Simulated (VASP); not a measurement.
# BaTe (Fm-3m) in VASP: a series of runs

BaTe is run at these levels: PBE, r2SCAN; tasks: single point.

Program: VASP 6.6.1. These are calculated values, not measurements. Logs are shortened: lines on timing, memory, paths and dates and some standing lists are left out, and cuts for length are marked.

## 1. The cell of the first run

It takes space group Fm-3m (No. 225, cubic). Conventional cell: a = 7.065 Å, b = 7.065 Å, c = 7.065 Å, α = 90.00°, β = 90.00°, γ = 90.00°. Ba (site symmetry m-3m) has 6 Te at 3.53 Å within 4.6 Å. Within 4.6 Å of Te (site symmetry m-3m) lie 6 Ba at 3.53 Å.

## 2. Single point, PBE

Contents of INCAR:

```
PREC = Accurate ; ENCUT = 520
EDIFF = 1E-7 ; ISMEAR = 0
SIGMA = 0.01 ; LREAL = False
LASPH = True ; NELM = 60
ALGO = Normal ; ISIF = 2
LWAVE = False ; LCHARG = True
GGA = PE ; LELF = True
LVHAR = True ; NBANDS = 15
```

Contents of KPOINTS:

```
Automatic mesh
0
Gamma
  4 4 4
```

Contents of POSCAR:

```
BaTe
1.0
    0.0000000000      3.5323868488      3.5323868488
    3.5323868488      0.0000000000      3.5323868488
    3.5323868488      3.5323868488      0.0000000000
Ba Te
1 1
Direct
    0.0000000000      0.0000000000      0.0000000000
    0.5000000000      0.5000000000      0.5000000000
```

Potentials or basis: VASP PAW PBE potentials, release 64 (Ba_sv, Te).

Command:

```sh
cat potpaw_PBE.64/Ba_sv/POTCAR potpaw_PBE.64/Te/POTCAR > POTCAR
mpirun -np 1 vasp_std > vasp.out
```

OUTCAR:

```text
PREC = Accurate
   ENCUT = 520
   EDIFF = 1E-7
   ISMEAR = 0
   LREAL = False
   LASPH = True
   NELM = 60
   ISIF = 2
   GGA = PE

 ion  position               nearest neighbor table
   1  0.000  0.000  0.000-   2 3.53   2 3.53   2 3.53   2 3.53   2 3.53   2 3.53
   2  0.500  0.500  0.500-   1 3.53   1 3.53   1 3.53   1 3.53   1 3.53   1 3.53

  LATTYP: Found a face centered cubic cell.
 ALAT       =     7.0647736976

  Lattice vectors:

 A1 = (   0.0000000000,   3.5323868488,   3.5323868488)
 A2 = (   3.5323868488,   0.0000000000,   3.5323868488)
 A3 = (   3.5323868488,   3.5323868488,   0.0000000000)

Analysis of symmetry for initial positions (statically):
=====================================================================
 Subroutine PRICEL returns:
 Original cell was already a primitive cell.

 Routine SETGRP: Setting up the symmetry group for a
 face centered cubic supercell.

 Subroutine GETGRP returns: Found 48 space group operations
 (whereof 48 operations were pure point group operations)
 out of a pool of 48 trial point group operations.

The static configuration has the point symmetry O_h .

Analysis of symmetry for dynamics (positions and initial velocities):
=====================================================================
 Subroutine PRICEL returns:
 Original cell was already a primitive cell.

 Routine SETGRP: Setting up the symmetry group for a
 face centered cubic supercell.

 Subroutine GETGRP returns: Found 48 space group operations
 (whereof 48 operations were pure point group operations)
 out of a pool of 48 trial point group operations.

The dynamic configuration has the point symmetry O_h .

 Subroutine INISYM returns: Found 48 space group operations
 (whereof 48 operations are pure point group operations),
 and found     1 'primitive' translations

----------------------------------------------------------------------------------------

                                     Primitive cell

  volume of cell :      88.1525

  direct lattice vectors                    reciprocal lattice vectors
     0.000000000  3.532386849  3.532386849    -0.141547351  0.141547351  0.141547351
     3.532386849  0.000000000  3.532386849     0.141547351 -0.141547351  0.141547351
     3.532386849  3.532386849  0.000000000     0.141547351  0.141547351 -0.141547351

  length of vectors
     4.995549389  4.995549389  4.995549389     0.245167203  0.245167203  0.245167203

  position of ions in fractional coordinates (direct lattice)
     0.000000000  0.000000000  0.000000000
     0.500000000  0.500000000  0.500000000

  ion indices of the primitive-cell ions
   primitive index   ion index
                 1           1
                 2           2

----------------------------------------------------------------------------------------

 KPOINTS: Automatic mesh

Automatic generation of k-mesh.
 Grid dimensions read from file:
 generate k-points for:    4    4    4

 Generating k-lattice:

  Cartesian coordinates                     Fractional coordinates (reciprocal lattice)
    -0.035386838  0.035386838  0.035386838     0.250000000  0.000000000  0.000000000
     0.035386838 -0.035386838  0.035386838     0.000000000  0.250000000  0.000000000
     0.035386838  0.035386838 -0.035386838     0.000000000  0.000000000  0.250000000

  Length of vectors
     0.061291801  0.061291801  0.061291801

  Shift w.r.t. Gamma in fractional coordinates (k-lattice)
     0.000000000  0.000000000  0.000000000

 Subroutine IBZKPT returns following result:
 ===========================================

 Found      8 irreducible k-points:

 Following reciprocal coordinates:
            Coordinates               Weight
  0.000000  0.000000  0.000000      1.000000
  0.250000  0.000000  0.000000      8.000000
  0.500000  0.000000  0.000000      4.000000
  0.250000  0.250000  0.000000      6.000000
  0.500000  0.250000  0.000000     24.000000
 -0.250000  0.250000  0.000000     12.000000
  0.500000  0.500000  0.000000      3.000000
 -0.250000  0.500000  0.250000      6.000000
   k-points           NKPTS =      8   k-points in BZ     NKDIM =      8   number of bands    NBANDS=     15
   number of dos      NEDOS =    301   number of ions     NIONS =      2
   total plane-waves  NPLWV =  64000
   dimension x,y,z NGX =    40 NGY =   40 NGZ =   40
   dimension x,y,z NGXF=    80 NGYF=   80 NGZF=   80
   ions per type =               1   1
   NGX,Y,Z   is equivalent  to a cutoff of  13.31, 13.31, 13.31 a.u.
   NGXF,Y,Z  is equivalent  to a cutoff of  26.62, 26.62, 26.62 a.u.
 SYSTEM =  unknown system
   PREC   = accura    normal or accurate (medium, high low for compatibility)
   ISTART =      0    job   : 0-new  1-cont  2-samecut
   ICHARG =      2    charge: 1-file 2-atom 10-const
   ISPIN  =      1    spin polarized calculation?
   LNONCOLLINEAR =      F non collinear calculations
   LSORBIT =      F    spin-orbit coupling
   LASPH  =      T    aspherical Exc in radial PAW
   ENCUT  =  520.0 eV  38.22 Ry    6.18 a.u.   9.29  9.29  9.29*2*pi/ulx,y,z
   NELM   =     60;   NELMIN=  2; NELMDL= -5     # of ELM steps
   EDIFF  = 0.1E-06   stopping-criterion for ELM
   LREAL  =      F    real-space projection
   EDIFFG = 0.1E-05   stopping-criterion for IOM
   NSW    =      0    number of steps for IOM
   IBRION =     -1    ionic relax: 0-MD 1-quasi-New 2-CG
   NFREE  =      0    steps in history (QN), initial steepest desc. (CG)
   ISIF   =      2    stress and relaxation
   ISYM   =      2    0-nonsym 1-usesym 2-fastsym
   POTIM  = 0.5000    time-step for ionic-motion
   TEBEG  =    0.0;   TEEND  =   0.0 temperature during run
   PSTRESS=    0.0 pullay stress
   NELECT =      16.0000    total number of electrons
   NUPDOWN=      -1.0000    fix difference up-down
   EMIN   =  10.00;   EMAX   =-10.00  energy-range for DOS
   EFERMI =   0.00;   METHOD = LEGACY
   ISMEAR =     0;   SIGMA  =   0.01  broadening in eV -4-tet -1-fermi 0-gaus
   EFERMI_NEDOS =   21; number of points for ismear=-14 and -15
   IALGO  =     38    algorithm
   IMIX   =      4    mixing-type and parameters
     AMIX     =   0.40;   BMIX     =  1.00
     AMIX_MAG =   1.60;   BMIX_MAG =  1.00
  volume/ion in A,a.u.               =      44.08       297.44
  Fermi-wavevector in a.u.,A,eV,Ry     =   0.926908  1.751602 11.689557  0.859158
  Thomas-Fermi vector in A             =   2.052921
   LORBIT       =      0    0 simple, 1 ext, 2 COOP (PROOUT), +10 PAW based schemes
   GGA     = PE    functional components
   LHFCALC =     F    Hartree Fock is set to
   AEXX    =    0.0000 exact exchange contribution
   IVDW    =     0    specifies the selected vdW correction
   LEPSILON=     F    determine dielectric tensor
   LRPA    =     F    only Hartree local field effects (RPA)
 non-spin polarized calculation
 Gauss-broadening in eV      SIGMA  =   0.01
  energy-cutoff  :      520.00
  volume of cell :       88.15
 maximum number of plane-waves:      2421
 NGX is ok and might be reduce to    40
   NGX = 19   NGY = 19   NGZ = 19

 number of electron      16.0000000 magnetization

 Free energy of the ion-electron system (eV)
  ---------------------------------------------------
  ext. energy  EPLUGINS =         0.00000000
  ---------------------------------------------------
  free energy    TOTEN  =        -8.61980846 eV

  energy without entropy =       -8.61980846  energy(sigma->0) =       -8.61980846

 E-fermi :   2.2147     XC(G=0):  -8.1331

 val. band max:        2.1129929438   @ k =   0.0000   0.0000   0.0000
 cond. band min:       3.6848564521   @ k =   0.5000   0.5000   0.0000
 fundamental gap:      1.5718635083
 Fermi energy:         2.2146721931

 k-point     1 :       0.0000    0.0000    0.0000
  band No.  band energies     occupation
      1     -24.9909      2.00000
      2     -10.1353      2.00000
      3     -10.1353      2.00000
      4     -10.1353      2.00000
      5      -7.3659      2.00000
      6       2.1130      2.00000
      7       2.1130      2.00000
      8       2.1130      2.00000
      9       4.9142      0.00000
     10       5.0476      0.00000
     11       5.0476      0.00000
     12       5.0476      0.00000
     13       5.6353      0.00000
     14       5.6353      0.00000
     15       9.0932      0.00000

 k-point     2 :       0.2500    0.0000    0.0000
  band No.  band energies     occupation
      1     -24.9853      2.00000
      2     -10.3322      2.00000
      3     -10.1409      2.00000
      4     -10.1409      2.00000
      5      -7.0293      2.00000
      6       0.7881      2.00000
      7       1.4748      2.00000
      8       1.4748      2.00000
      9       5.2191      0.00000
     10       5.7392      0.00000
     11       5.7392      0.00000
     12       6.8085      0.00000
     13       7.1065      0.00000
     14       7.1065      0.00000
     15      10.2746      0.00000

 k-point     3 :       0.5000    0.0000    0.0000
  band No.  band energies     occupation
      1     -24.9796      2.00000
      2     -10.4998      2.00000
      3     -10.1463      2.00000
      4     -10.1463      2.00000
      5      -6.7063      2.00000
      6      -0.0518      2.00000
      7       1.0366      2.00000
      8       1.0366      2.00000
      9       6.2628      0.00000
     10       6.7947      0.00000
     11       6.9328      0.00000
     12       6.9328      0.00000
     13       8.9947      0.00000
     14       8.9947      0.00000
     15       9.3890      0.00000

 k-point     4 :       0.2500    0.2500    0.0000
  band No.  band energies     occupation
      1     -24.9834      2.00000
      2     -10.2881      2.00000
      3     -10.1723      2.00000
      4     -10.1723      2.00000
      5      -7.0841      2.00000
      6       0.6472      2.00000
      7       1.8105      2.00000
      8       1.8105      2.00000
      9       4.2251      0.00000
     10       5.7828      0.00000
     11       6.0115      0.00000
     12       6.6191      0.00000
     13       6.6191      0.00000
     14       9.1240      0.00000
     15      10.4061      0.00000

 k-point     5 :       0.5000    0.2500    0.0000
  band No.  band energies     occupation
      1     -24.9778      2.00000
      2     -10.3841      2.00000
      3     -10.2121      2.00000
      4     -10.1782      2.00000
      5      -6.9329      2.00000
      6       0.5540      2.00000
      7       1.1390      2.00000
      8       1.3540      2.00000
      9       4.8038      0.00000
     10       7.0088      0.00000
     11       7.2529      0.00000
     12       7.4215      0.00000
     13       7.4836      0.00000
     14       8.2681      0.00000
     15       9.3683      0.00000

 k-point     6 :      -0.2500    0.2500    0.0000
  band No.  band energies     occupation
      1     -24.9796      2.00000
      2     -10.3930      2.00000
      3     -10.2187      2.00000
      4     -10.1468      2.00000
      5      -6.8676      2.00000
      6       0.3318      2.00000
      7       1.1037      2.00000
      8       1.3545      2.00000
      9       5.8950      0.00000
     10       6.1597      0.00000
     11       6.3054      0.00000
     12       6.7995      0.00000
     13       7.8251      0.00000
     14       9.3625      0.00000
     15      10.3857      0.00000

 k-point     7 :       0.5000    0.5000    0.0000
  band No.  band energies     occupation
      1     -24.9759      2.00000
      2     -10.3204      2.00000
      3     -10.2096      2.00000
      4     -10.2096      2.00000
      5      -7.1663      2.00000
      6       0.9874      2.00000
      7       1.7297      2.00000
      8       1.7297      2.00000
      9       3.6849      0.00000
     10       6.4887      0.00000
     11       6.6342      0.00000
     12       7.5720      0.00000
     13       7.7479      0.00000
     14       7.7479      0.00000
     15       9.8103      0.00000

 k-point     8 :      -0.2500    0.5000    0.2500
  band No.  band energies     occupation
      1     -24.9759      2.00000
      2     -10.2651      2.00000
      3     -10.2651      2.00000
      4     -10.2651      2.00000
      5      -6.9891      2.00000
      6       0.8801      2.00000
      7       1.1818      2.00000
      8       1.1818      2.00000
      9       5.6113      0.00000
     10       5.6113      0.00000
     11       6.8479      0.00000
     12       7.1313      0.00000
     13       7.7588      0.00000
     14      10.0279      0.00000
     15      10.1580      0.00000

------------------------ aborting loop because EDIFF is reached ----------------------------------------

  FORCE on cell =-STRESS in cart. coord.  units (eV):
  Direction    XX          YY          ZZ          XY          YZ          ZX
  --------------------------------------------------------------------------------------
  -------------------------------------------------------------------------------------
  Total        0.1944349      0.1944349      0.1944349      0.0000000     -0.0000000      0.0000000
  in kB        3.5338658      3.5338658      3.5338658      0.0000000     -0.0000000      0.0000000
  external PRESSURE =       3.5338658 kB  Pullay stress =       0.0000000 kB

 VOLUME and BASIS-vectors are now :
 -----------------------------------------------------------------------------
  energy-cutoff  :      520.00
  volume of cell :       88.15
      direct lattice vectors                 reciprocal lattice vectors
     0.000000000  3.532386849  3.532386849    -0.141547351  0.141547351  0.141547351
     3.532386849  0.000000000  3.532386849     0.141547351 -0.141547351  0.141547351
     3.532386849  3.532386849  0.000000000     0.141547351  0.141547351 -0.141547351

 POSITION                                       TOTAL-FORCE (eV/Angst)
 -----------------------------------------------------------------------------------
      0.00000      0.00000      0.00000        -0.000000      0.000000      0.000000
      3.53239      3.53239      3.53239         0.000000     -0.000000     -0.000000
 -----------------------------------------------------------------------------------
    total drift:                                0.000000     -0.000000     -0.000000

  FREE ENERGIE OF THE ION-ELECTRON SYSTEM (eV)
  ---------------------------------------------------
  free  energy   TOTEN  =        -8.6198084558 eV

  energy  without entropy=       -8.6198084558  energy(sigma->0) =       -8.61980846
```

It took 14 s on 1 thread of AMD EPYC 7R13 (Zen 3), shared host; peak memory 0.2 GiB.

Results:

* Free energy: -8.6198 eV
* Pressure: 0.4 GPa
* Band gap on the k mesh: 1.57 eV, indirect (least direct gap 1.96 eV)

Levels at points of the mesh, in eV from the valence-band top:
```
           k point  band 5  band 6  band 7  band 8  band 9  band 10  band 11  band 12
(0.00, 0.00, 0.00)   -9.48    0.00    0.00    0.00    2.80     2.93     2.93     2.93
(0.50, 0.00, 0.00)   -8.82   -2.16   -1.08   -1.08    4.15     4.68     4.82     4.82
(0.50, 0.50, 0.00)   -9.28   -1.13   -0.38   -0.38    1.57     4.38     4.52     5.46
```

Caveat: spin-orbit coupling is left out, which moves the levels of the heavy elements. PBE gaps usually lie below the measured ones, often by a third to a half.

## 3. Single point, r2SCAN

POSCAR is that of step 2.

Contents of INCAR.step1:

```
SYSTEM = BaTe
ALGO     = Normal         ! electronic algorithm
EDIFF    = 1E-4           ! SCF threshold, eV
ENCUT    = 520            ! plane-wave cutoff, eV
GGA      = PE             ! functional
ISMEAR   = -1             ! smearing method
LASPH    = .True.         ! aspherical terms in the spheres
LCHARG   = .False.        ! write CHGCAR
LREAL    = .False.        ! projectors in reciprocal space
LWAVE    = .True.         ! write WAVECAR
NBANDS   = 15             ! bands
NELM     = 60             ! most SCF steps
PREC     = Accurate       ! precision mode
SIGMA    = 0.02           ! smearing width, eV
```

Contents of INCAR.step2:

```
SYSTEM = BaTe
ALGO     = Normal         ! electronic algorithm
EDIFF    = 1E-6           ! SCF threshold, eV
ENCUT    = 520            ! plane-wave cutoff, eV
ISIF     = 2              ! what is computed and relaxed
ISMEAR   = -1             ! smearing method
ISTART   = 1            
LASPH    = .True.         ! aspherical terms in the spheres
LCHARG   = .False.        ! write CHGCAR
LMIXTAU  = .True.       
LREAL    = .False.        ! projectors in reciprocal space
LWAVE    = .False.        ! write WAVECAR
METAGGA  = R2SCAN         ! meta-GGA
NBANDS   = 15             ! bands
NELM     = 60             ! most SCF steps
PREC     = Accurate       ! precision mode
SIGMA    = 0.02           ! smearing width, eV
```

Contents of KPOINTS:

```
k-points
0
Gamma
  6 6 6
  0 0 0
```

Potentials or basis: VASP PAW PBE potentials, release 64 (Ba_sv, Te).

Command:

```sh
cat potpaw_PBE.64/Ba_sv/POTCAR potpaw_PBE.64/Te/POTCAR > POTCAR
cp INCAR.step1 INCAR
mpirun -np 1 vasp_std > vasp.out
cp INCAR.step2 INCAR
mpirun -np 1 vasp_std > vasp.out
```

It took 88 s on 1 thread of AMD EPYC 7R13 (Zen 3), shared host; peak memory 0.22 GiB.

It converged, with:

* Free energy: -56.0284 eV
* Pressure: 0.3 GPa
* Band gap on the k mesh: 1.93 eV, indirect (least direct gap 2.32 eV)

Levels at points of the mesh, in eV from the valence-band top:
```tsv
k point	band 6	band 7	band 8	band 9	band 10	band 11
(0.00, 0.00, 0.00)	0.00	0.00	0.00	3.36	3.36	3.36
(0.50, 0.00, 0.00)	-2.15	-1.07	-1.07	4.60	5.19	5.35
(0.50, 0.50, 0.00)	-1.14	-0.39	-0.39	1.93	4.90	5.23
```

Caveat: the PAW data sets were made with another functional, which shifts forces and pressure a little; spin-orbit coupling is left out, which moves the levels of the heavy elements. r2SCAN opens gaps a little over a GGA but as a rule still falls short of measured ones.

(Continued in part 2 of 2.)
